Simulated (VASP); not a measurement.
A run of VASP 6.6.1 is set up as follows.

POSCAR

```
BN
1.0
    2.4676314996      0.0000000000      0.0000000000
   -1.2338157498      2.1370315658      0.0000000000
    0.0000000000      0.0000000000      4.0815808813
B N
2 2
Direct
    0.3333333333      0.6666666667      0.0005226463
    0.6666666667      0.3333333333      0.5005226463
    0.3333333333      0.6666666667      0.3744773537
    0.6666666667      0.3333333333      0.8744773537
```

INCAR.step1

```
PREC = Accurate
ENCUT = 520
EDIFF = 1E-5
ISMEAR = 0
SIGMA = 0.01
LREAL = False
LASPH = True
NELM = 100
ALGO = Normal
ISIF = 2
LWAVE = True
LCHARG = False
NBANDS = 16
GGA = PE
```

INCAR.step2

```
PREC = Accurate
ENCUT = 520
EDIFF = 1E-6
ISMEAR = 0
SIGMA = 0.01
LREAL = False
LASPH = True
NELM = 100
ALGO = Normal
ISIF = 2
LWAVE = False
LCHARG = False
GGA = PE
LHFCALC = True
HFSCREEN = 0.2079
PRECFOCK = Normal
NBANDS = 16
ISTART = 1
```

The input KPOINTS:

```
regular mesh
0
Gamma
  9 9 4
```

Potentials or basis: VASP PAW PBE potentials, release 64 (B, N).

Launch:

```bash
$ cat potpaw_PBE.64/B/POTCAR potpaw_PBE.64/N/POTCAR > POTCAR
$ cp INCAR.step1 INCAR
$ mpirun -np 1 vasp_std > vasp.out
$ cp INCAR.step2 INCAR
$ mpirun -np 1 vasp_std > vasp.out
```

Problem. Estimate the pressure.

Solution. 38.2 GPa.

Problem. Predict the band gap on the k mesh.

Solution. 6.31 eV (least direct gap 10.41 eV).

Stress tensor (GPa, compression positive):
```
38.10  0.00  0.00
 0.00 38.10  0.00
 0.00  0.00 38.43
```

Caveat: the cell differs from its parent crystal (strain -3.0%); the cell stands under pressure; the structure was generated, so it needn't be the stable form of BN; the PAW data sets were made with another functional, which shifts forces and pressure a little. A k mesh can miss the band edges.
